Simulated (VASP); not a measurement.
A run of VASP 6.6.1 is set up as follows.

Contents of POSCAR:

```
N
1.0
    0.0000000000      2.1211877442      2.1211877442
    2.1211877442      0.0000000000      2.1211877442
    2.1211877442      2.1211877442      0.0000000000
N
2
Direct
    0.0000000000      0.0000000000      0.0000000000
    0.2500000000      0.2500000000      0.2500000000
```

Contents of INCAR.step1:

```
PREC = Accurate
ENCUT = 520
ISMEAR = -1
SIGMA = 0.1
LREAL = F
LASPH = T
NELM = 80
NBANDS = 12
GGA = PE
ALGO = Normal
EDIFF = 1E-4
LWAVE = T
LCHARG = F
```

INCAR.step2

```
PREC = Accurate
ENCUT = 520
EDIFF = 1E-7
ISMEAR = -1
SIGMA = 0.1
LREAL = F
LASPH = T
NELM = 80
ALGO = Normal
ISIF = 2
LWAVE = F
LCHARG = F
METAGGA = R2SCAN
LMIXTAU = T
NBANDS = 12
ISTART = 1
```

Contents of KPOINTS:

```
regular mesh
0
Gamma
  14 14 14
```

Potentials or basis: VASP PAW PBE potentials, release 64 (N).

Run with:

```bash
$ cat potpaw_PBE.64/N/POTCAR > POTCAR
$ cp INCAR.step1 INCAR
$ mpirun -np 1 vasp_std > vasp.out
$ cp INCAR.step2 INCAR
$ mpirun -np 1 vasp_std > vasp.out
```

Q: Predict the band gap on the k mesh.

A: Zero (bands 5 and 6 overlap by 1.59 eV).

Q: What does it give for the pressure?

A: -9.5 GPa.

Caveat: the cell stands under tension; the PAW data sets were made with another functional, which shifts forces and pressure a little.
